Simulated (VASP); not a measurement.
**TlC2H (Tl(CCH)): single point with PBE**

Molecule: TlC2H (Tl(CCH)), in a box.

```
Tl C H
1.0
     9.00000    0.00000    0.00000
     0.00000    9.00000    0.00000
     0.00000    0.00000   13.63000
Tl C H
1 2 1
Direct
  0.50000 0.50000 0.33015
  0.50000 0.50000 0.50007
  0.50000 0.50000 0.59050
  0.50000 0.50000 0.66954
```

```
Program             : VASP 6.6.1
Task                : single point
Functional          : PBE
Potentials or basis : VASP PAW PBE potentials, release 64 (Tl_d, C, H)
Cutoff              : 520 eV
k mesh              : 1 × 1 × 1
Occupations         : gaussian, width 0.01 eV
Spin                : no spin polarisation
```

| Item | Value |
| --- | --- |
| Largest force | 0.245 eV/Å |
| Gap between the frontier levels | 3.65 eV |

Forces on the atoms (eV/Å):
```
Tl   0.000  0.000  0.018
C    0.000  0.000  0.245
C    0.000  0.000 -0.113
H    0.000  0.000 -0.150
```

Levels at points of the mesh, in eV from the valence-band top:
```csv
k point,band 9,band 10,band 11,band 12,band 13,band 14
"(0.00, 0.00, 0.00)",-0.02,-0.02,0.00,3.65,3.65,5.36
```

Wall time 60 s on 1 thread of AMD EPYC 9R45 96-Core Processor (Zen 5), on a shared host, peak memory 0.9 GiB.

Caveat: spin-orbit coupling is left out, which moves the levels of the heavy elements.
